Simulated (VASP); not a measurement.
# Ru in VASP: settings compared, part 2 of 2

VASP 6.6.1. The steps go on from the part before.

## 4. Single point, PBEsol

This run uses another cell than the first one.

INCAR

```
  PREC = Accurate
  ENCUT = 520
  EDIFF = 1E-6
  ISMEAR = 1
  SIGMA = 0.1
  LREAL = F
  LASPH = T
  NELM = 100
  ALGO = Normal
  ISIF = 2
  LWAVE = F
  LCHARG = F
  LDIPOL = T
  IDIPOL = 3
  DIPOL = 0.5 0.5 0.500
  GGA = PS
  NBANDS = 51
```

KPOINTS

```
Automatic mesh
0
Gamma
  14 14 1
```

POSCAR

```
Ru
1.0
    2.6999999999      0.0000000000      0.0000000000
    1.3499999999      2.3382685901      0.0000000000
    0.0000000000      0.0000000000     26.6920000000
Ru
6
Direct
    0.6666666667      0.6666666667      0.3041829859
    0.0000000000      0.0000000000      0.3803334827
    0.6666666667      0.6666666667      0.4596956024
    0.0000000000      0.0000000000      0.5403043967
    0.6666666667      0.6666666667      0.6196665147
    0.0000000000      0.0000000000      0.6958170176
```

Potentials or basis: VASP PAW PBE potentials, release 64 (Ru_pv).

Command:

```console
> cat potpaw_PBE.64/Ru_pv/POTCAR > POTCAR
> mpirun -np 1 vasp_std > vasp.out
```

OUTCAR:

```text
PREC = Accurate
   ENCUT = 520
   EDIFF = 1E-6
   ISMEAR = 1
   LREAL = F
   LASPH = T
   NELM = 100
   ISIF = 2
   GGA = PS

 ion  position               nearest neighbor table
   1  0.667  0.667  0.304-   2 2.56   2 2.56   2 2.56
   2  0.000  0.000  0.380-   1 2.56   1 2.56   1 2.56   3 2.63   3 2.63   3 2.63
   3  0.667  0.667  0.460-   2 2.63   2 2.63   2 2.63   4 2.66   4 2.66   4 2.66
   4  0.000  0.000  0.540-   5 2.63   5 2.63   5 2.63   3 2.66   3 2.66   3 2.66
   5  0.667  0.667  0.620-   6 2.56   6 2.56   6 2.56   4 2.63   4 2.63   4 2.63
   6  0.000  0.000  0.696-   5 2.56   5 2.56   5 2.56

  LATTYP: Found a hexagonal cell.
 ALAT       =     2.6999999998
 C/A-ratio  =     9.8859259265

  Lattice vectors:

 A1 = (  -1.3499999999,  -2.3382685901,   0.0000000000)
 A2 = (   2.6999999999,   0.0000000000,   0.0000000000)
 A3 = (   0.0000000000,   0.0000000000,  26.6920000000)

Analysis of symmetry for initial positions (statically):
=====================================================================
 Subroutine PRICEL returns:
 Original cell was already a primitive cell.

 Routine SETGRP: Setting up the symmetry group for a
 hexagonal supercell.

 Subroutine GETGRP returns: Found 12 space group operations
 (whereof  6 operations were pure point group operations)
 out of a pool of 24 trial point group operations.

The static configuration has the point symmetry C_3v.
 The point group associated with its full space group is D_3d.

Analysis of symmetry for dynamics (positions and initial velocities):
=====================================================================
 Subroutine PRICEL returns:
 Original cell was already a primitive cell.

 Routine SETGRP: Setting up the symmetry group for a
 hexagonal supercell.

 Subroutine GETGRP returns: Found 12 space group operations
[... 136 lines left out ...]
   GGA     = PS    functional components
   LHFCALC =     F    Hartree Fock is set to
   AEXX    =    0.0000 exact exchange contribution
   IVDW    =     0    specifies the selected vdW correction
   LEPSILON=     F    determine dielectric tensor
   LRPA    =     F    only Hartree local field effects (RPA)
 non-spin polarized calculation
 Methfessel and Paxton  Order N= 1 SIGMA  =   0.10
  energy-cutoff  :      520.00
  volume of cell :      168.52
 maximum number of plane-waves:      4593
   NGX =  9   NGY =  9   NGZ = 99

 dipolmoment           0.000000      0.000000     -0.000000 electrons x Angstroem

 number of electron      83.9999993 magnetization

 dipolmoment           0.000000      0.000000      0.000001 electrons x Angstroem

 Free energy of the ion-electron system (eV)
  ---------------------------------------------------
  ext. energy  EPLUGINS =         0.00000000
  ---------------------------------------------------
  free energy    TOTEN  =       -58.64497988 eV

  energy without entropy =      -58.64991712  energy(sigma->0) =      -58.64662562

 E-fermi :   3.5555     XC(G=0):  -7.5839

 val. band max:        3.5275742286   @ k =   0.3571   0.1429   0.0000
 cond. band min:       3.5703335947   @ k =   0.2857  -0.0000   0.0000
 fundamental gap:      0.0427593661
 Fermi energy:         3.5554962839

 k-point     1 :       0.0000    0.0000    0.0000
  band No.  band energies     occupation
      1     -40.1744      2.00000
      2     -40.0727      2.00000
      3     -39.6337      2.00000
      4     -39.3098      2.00000
      5     -39.3098      2.00000
      6     -39.3075      2.00000
[... 1285 lines left out ...]
     50      10.6638      0.00000
     51      10.7728      0.00000

------------------------ aborting loop because EDIFF is reached ----------------------------------------

 vacuum level on the upper side and lower side of the slab       (xc-potential included)        -0.166        -0.166

  FORCE on cell =-STRESS in cart. coord.  units (eV):
  Direction    XX          YY          ZZ          XY          YZ          ZX
  --------------------------------------------------------------------------------------
  -------------------------------------------------------------------------------------
  Total       -3.9441600     -3.9441600     -0.0063465      0.0000000     -0.0000000      0.0000000
  in kB      -37.4995302    -37.4995302     -0.0603397      0.0000000     -0.0000000      0.0000000
  external PRESSURE =     -25.0198000 kB  Pullay stress =       0.0000000 kB

 VOLUME and BASIS-vectors are now :
 -----------------------------------------------------------------------------
  energy-cutoff  :      520.00
  volume of cell :      168.52
      direct lattice vectors                 reciprocal lattice vectors
     2.700000000  0.000000000  0.000000000     0.370370370 -0.213833433  0.000000000
     1.350000000  2.338268590  0.000000000     0.000000000  0.427666866  0.000000000
     0.000000000  0.000000000 26.692000000     0.000000000  0.000000000  0.037464409

 POSITION                                       TOTAL-FORCE (eV/Angst)
 -----------------------------------------------------------------------------------
      2.70000      1.55885      8.11925        -0.000000      0.000000     -0.018756
      0.00000      0.00000     10.15186         0.000000      0.000000      0.019189
      2.70000      1.55885     12.27020         0.000000      0.000000     -0.000725
      0.00000      0.00000     14.42180        -0.000000     -0.000000      0.000725
      2.70000      1.55885     16.54014        -0.000000      0.000000     -0.019189
      0.00000      0.00000     18.57275         0.000000     -0.000000      0.018756
 -----------------------------------------------------------------------------------
    total drift:                               -0.000001     -0.000000      0.000465

  FREE ENERGIE OF THE ION-ELECTRON SYSTEM (eV)
  ---------------------------------------------------
  free  energy   TOTEN  =       -58.6449798768 eV

  energy  without entropy=      -58.6499171174  energy(sigma->0) =      -58.64662562

 vacuum level on the upper side and lower side of the slab         8.581         8.581
```

OSZICAR:

```text
N       E                     dE             d eps       ncg     rms          rms(c)
DAV:   1     0.978092517343E+03    0.97809E+03   -0.53375E+04  2864   0.164E+03
DAV:   2    -0.306248790359E+02   -0.10087E+04   -0.97996E+03  2625   0.503E+02
DAV:   3    -0.624600589395E+02   -0.31835E+02   -0.30513E+02  3131   0.875E+01
[... 22 lines left out ...]
DAV:  26    -0.586449697037E+02   -0.68989E-05   -0.52455E-07  1483   0.336E-03    0.331E-03
DAV:  27    -0.586449744888E+02   -0.47851E-05   -0.41447E-07  1329   0.479E-03    0.997E-04
DAV:  28    -0.586449772999E+02   -0.28111E-05   -0.26255E-07  1367   0.249E-03    0.872E-04
DAV:  29    -0.586449794231E+02   -0.21232E-05   -0.16791E-07  1331   0.176E-03    0.354E-04
DAV:  30    -0.586449798768E+02   -0.45371E-06   -0.23636E-08  1259   0.402E-04
   1 F= -.58644980E+02 E0= -.58646626E+02  d E =0.493724E-02
```

stdout:

```text
POSCAR found type information on POSCAR Ru
 POSCAR found :  1 types and       6 ions
 scaLAPACK will be used
 -----------------------------------------------------------------------------
|                                                                             |
|                                                                             |
|     You enforced a specific xc type in the INCAR file but a different       |
|     I HOPE YOU KNOW WHAT YOU ARE DOING!                                     |
|                                                                             |
 -----------------------------------------------------------------------------

 LDA part: xc-table for (Slater+PW92), standard interpolation
 POSCAR, INCAR and KPOINTS ok, starting setup
 FFT: planning ... GRIDC
 FFT: planning ... GRID_SOFT
 FFT: planning ... GRID
 WAVECAR not read
 entering main loop
```

Wall time 5.1 min (1 thread of Intel Xeon Platinum 8488C (Sapphire Rapids), shared host); peak memory 0.34 GiB.

Results:

```
Free energy            : -58.6450 eV
Largest force          : 0.019 eV/Å
Band gap on the k mesh : zero (bands 42 and 43 overlap by 2.54 eV)
```

Forces on the atoms (eV/Å):
```
Ru   0.000  0.000 -0.019
Ru   0.000  0.000  0.019
Ru   0.000  0.000 -0.001
Ru   0.000  0.000  0.001
Ru   0.000  0.000 -0.019
Ru   0.000  0.000  0.019
```

Levels at points of the mesh, in eV from the Fermi level:
| k point | band 39 | band 40 | band 41 | band 42 | band 43 | band 44 |
| --- | --- | --- | --- | --- | --- | --- |
| (0.00, 0.00, 0.00) | -2.07 | -2.05 | -1.17 | -1.17 | -0.87 | -0.58 |
| (0.50, 0.00, 0.00) | 0.70 | 0.86 | 1.19 | 1.36 | 1.37 | 1.65 |

Caveat: the PAW data sets were made with another functional, which shifts forces and pressure a little.

## 5. Single point, PBE

This run uses another cell than the first one.

INCAR

```
SYSTEM = Ru
PREC = Accurate
ENCUT = 520
EDIFF = 1E-6
ISMEAR = 1
SIGMA = 0.1
LREAL = .FALSE.
LASPH = .TRUE.
NELM = 60
ALGO = Normal
ISIF = 2
LWAVE = .FALSE.
LCHARG = .FALSE.
LDIPOL = .TRUE.
IDIPOL = 3
DIPOL = 0.5 0.5 0.500
GGA = PE
NBANDS = 51
```

KPOINTS

```
regular mesh
0
G
  14 14 1
  0 0 0
```

POSCAR

```
Ru
1.0
    2.7211011483      0.0000000000      0.0000000000
    1.3605505742      2.3565427207      0.0000000000
    0.0000000000      0.0000000000     26.7324049820
Ru
6
Direct
    0.6666666667      0.6666666667      0.3020322919
    0.0000000000      0.0000000000      0.3790149675
    0.6666666667      0.6666666667      0.4592629635
    0.0000000000      0.0000000000      0.5407370433
    0.6666666667      0.6666666667      0.6209850433
    0.0000000000      0.0000000000      0.6979676905
```

Command:

```console
> cat potpaw_PBE.64/Ru_pv/POTCAR > POTCAR
> mpirun -np 1 vasp_std > vasp.out
```

Run time: 5.4 min. Hardware: 1 thread of Intel Xeon Platinum 8488C (Sapphire Rapids), shared host; peak memory 0.34 GiB.

It converged, with:

```yaml
Free_energy: -53.3095 eV
Largest_force: 0.017 eV/Å
Band_gap_on_the_k_mesh: zero (bands 42 and 43 overlap by 2.43 eV)
```

Forces on the atoms (eV/Å):
```
Ru   0.000  0.000 -0.012
Ru   0.000  0.000  0.017
Ru   0.000  0.000 -0.009
Ru   0.000  0.000  0.009
Ru   0.000  0.000 -0.017
Ru   0.000  0.000  0.012
```

Levels at points of the mesh, in eV from the Fermi level:
```tsv
k point	band 39	band 40	band 41	band 42	band 43	band 44
(0.00, 0.00, 0.00)	-1.98	-1.98	-1.10	-1.10	-0.82	-0.55
(0.50, 0.00, 0.00)	0.68	0.81	1.14	1.31	1.32	1.55
```

## 6. Single point, LDA

This run uses another cell than the first one.

INCAR

```
SYSTEM = Ru
PREC = Accurate ; ENCUT = 520
EDIFF = 1E-6 ; ISMEAR = 1
SIGMA = 0.1 ; LREAL = .False.
LASPH = .True. ; NELM = 80
ALGO = Normal ; ISIF = 2
LWAVE = .False. ; LCHARG = .False.
LDIPOL = .True. ; IDIPOL = 3
DIPOL = 0.5 0.5 0.500 ; NBANDS = 51
```

KPOINTS

```
Automatic mesh
0
Gamma
  14 14 1
  0 0 0
```

POSCAR

```
Ru
1.0
    2.6750546289      0.0000000003      0.0000000000
    1.3375273142      2.3166652653      0.0000000000
    0.0000000000      0.0000000000     26.5570939800
Ru
6
Direct
    0.6666666667      0.6666666667      0.3039620828
    0.0000000000      0.0000000000      0.3802189913
    0.6666666667      0.6666666667      0.4596629018
    0.0000000000      0.0000000000      0.5403370981
    0.6666666667      0.6666666667      0.6197810092
    0.0000000000      0.0000000000      0.6960379168
```

Potentials or basis: VASP PAW LDA potentials, release 64 (Ru_pv).

Command:

```console
> cat potpaw_LDA.64/Ru_pv/POTCAR > POTCAR
> mpirun -np 1 vasp_std > vasp.out
```

OUTCAR:

```text
SYSTEM = Ru
   PREC = Accurate
   ENCUT = 520
   EDIFF = 1E-6
   ISMEAR = 1
   LREAL = .False.
   LASPH = .True.
   NELM = 80
   ISIF = 2

 ion  position               nearest neighbor table
   1  0.667  0.667  0.304-   2 2.55   2 2.55   2 2.55
   2  0.000  0.000  0.380-   1 2.55   1 2.55   1 2.55   3 2.61   3 2.61   3 2.61
   3  0.667  0.667  0.460-   2 2.61   2 2.61   2 2.61   4 2.64   4 2.64   4 2.64
   4  0.000  0.000  0.540-   5 2.61   5 2.61   5 2.61   3 2.64   3 2.64   3 2.64
   5  0.667  0.667  0.620-   6 2.55   6 2.55   6 2.55   4 2.61   4 2.61   4 2.61
   6  0.000  0.000  0.696-   5 2.55   5 2.55   5 2.55

[... 1506 lines left out ...]
  Total       -2.4279341     -2.4279341      0.4557935     -0.0000000     -0.0000000     -0.0000000
  in kB      -23.6358372    -23.6358372      4.4371306     -0.0000000     -0.0000000     -0.0000000
  external PRESSURE =     -14.2781813 kB  Pullay stress =       0.0000000 kB

 VOLUME and BASIS-vectors are now :
 -----------------------------------------------------------------------------
  energy-cutoff  :      520.00
  volume of cell :      164.58
      direct lattice vectors                 reciprocal lattice vectors
     2.675054629  0.000000000  0.000000000     0.373824141 -0.215827469  0.000000000
     1.337527314  2.316665265  0.000000000    -0.000000000  0.431654937  0.000000000
     0.000000000  0.000000000 26.557093980     0.000000000  0.000000000  0.037654722

 POSITION                                       TOTAL-FORCE (eV/Angst)
 -----------------------------------------------------------------------------------
      2.67505      1.54444      8.07235        -0.000000     -0.000000     -0.067950
      0.00000      0.00000     10.09751         0.000000      0.000000      0.028977
      2.67505      1.54444     12.20731         0.000000     -0.000000     -0.001742
      0.00000      0.00000     14.34978         0.000000      0.000000      0.001742
      2.67505      1.54444     16.45958        -0.000000     -0.000000     -0.028977
      0.00000      0.00000     18.48474         0.000000     -0.000000      0.067950
 -----------------------------------------------------------------------------------
    total drift:                               -0.000000     -0.000000     -0.000397

  FREE ENERGIE OF THE ION-ELECTRON SYSTEM (eV)
  ---------------------------------------------------
  free  energy   TOTEN  =       -61.7135744844 eV

  energy  without entropy=      -61.7167818464  energy(sigma->0) =      -61.71464361

 vacuum level on the upper side and lower side of the slab         8.880         8.880
```

OSZICAR:

```text
N       E                     dE             d eps       ncg     rms          rms(c)
DAV:   1     0.988479088098E+03    0.98848E+03   -0.53365E+04  2856   0.164E+03
DAV:   2    -0.336083817208E+02   -0.10221E+04   -0.99327E+03  2655   0.508E+02
DAV:   3    -0.651000200254E+02   -0.31492E+02   -0.30298E+02  3097   0.889E+01
[... 22 lines left out ...]
DAV:  26    -0.617135658168E+02   -0.82879E-05   -0.52873E-07  1375   0.378E-03    0.532E-03
DAV:  27    -0.617135697269E+02   -0.39101E-05   -0.79453E-07  1382   0.704E-03    0.296E-03
DAV:  28    -0.617135724195E+02   -0.26927E-05   -0.32483E-07  1345   0.285E-03    0.240E-03
DAV:  29    -0.617135742203E+02   -0.18008E-05   -0.29266E-07  1273   0.412E-03    0.616E-04
DAV:  30    -0.617135744844E+02   -0.26404E-06   -0.30497E-08  1245   0.660E-04
   1 F= -.61713574E+02 E0= -.61714644E+02  d E =0.320736E-02
```

Wall time 9 min (1 thread of AMD EPYC 7R43 (Zen 3), shared host); peak memory 0.27 GiB.

What came out:

* Free energy: -61.7136 eV
* Largest force: 0.068 eV/Å
* Band gap on the k mesh: zero (bands 42 and 43 overlap by 2.67 eV)

Forces in eV/Å, atoms in the order of the input:
```
Ru   0.000  0.000 -0.068
Ru   0.000  0.000  0.029
Ru   0.000  0.000 -0.002
Ru   0.000  0.000  0.002
Ru   0.000  0.000 -0.029
Ru   0.000  0.000  0.068
```

Levels at points of the mesh, in eV from the Fermi level:
```
           k point  band 39  band 40  band 41  band 42  band 43  band 44
(0.00, 0.00, 0.00)    -2.14    -2.12    -1.19    -1.19    -0.89    -0.58
(0.50, 0.00, 0.00)     0.76     0.91     1.24     1.46     1.47     1.72
```

## 7. The runs side by side

```csv
level,potentials or basis,cell,gap on the mesh (eV),largest force (eV/Å)
PBEsol,"VASP PAW PBE potentials, release 64 (Ru_pv)","a = 2.691, b = 2.691, c = 26.619 Å, angles 90.0, 90.0, 60.0°, 6 atoms, atomic positions A",none,0.02
PBEsol,"VASP PAW PBE potentials, release 64 (Ru_pv)","a = 2.691, b = 2.691, c = 26.619 Å, angles 90.0, 90.0, 60.0°, 6 atoms, atomic positions B",none,0.88
PBEsol,"VASP PAW PBE potentials, release 64 (Ru_pv)","a = 2.700, b = 2.700, c = 26.692 Å, angles 90.0, 90.0, 60.0°, 6 atoms, atomic positions C",none,0.02
PBE,"VASP PAW PBE potentials, release 64 (Ru_pv)","a = 2.721, b = 2.721, c = 26.732 Å, angles 90.0, 90.0, 60.0°, 6 atoms, atomic positions D",none,0.02
LDA,"VASP PAW LDA potentials, release 64 (Ru_pv)","a = 2.675, b = 2.675, c = 26.557 Å, angles 90.0, 90.0, 60.0°, 6 atoms, atomic positions E",none,0.07
```

Alike in all rows: task single point; no spin polarisation; k mesh 14 × 14 × 1; cutoff (eV) 520; smearing methfessel-paxton 0.1 eV.

Caveats: the PAW data sets were made with another functional, which shifts forces and pressure a little (at least some runs).

Total energies depend on the potentials used, so only differences within one code and one set of settings carry meaning.

The gap in the log of VASP goes by the Fermi energy; the results here count the filled bands.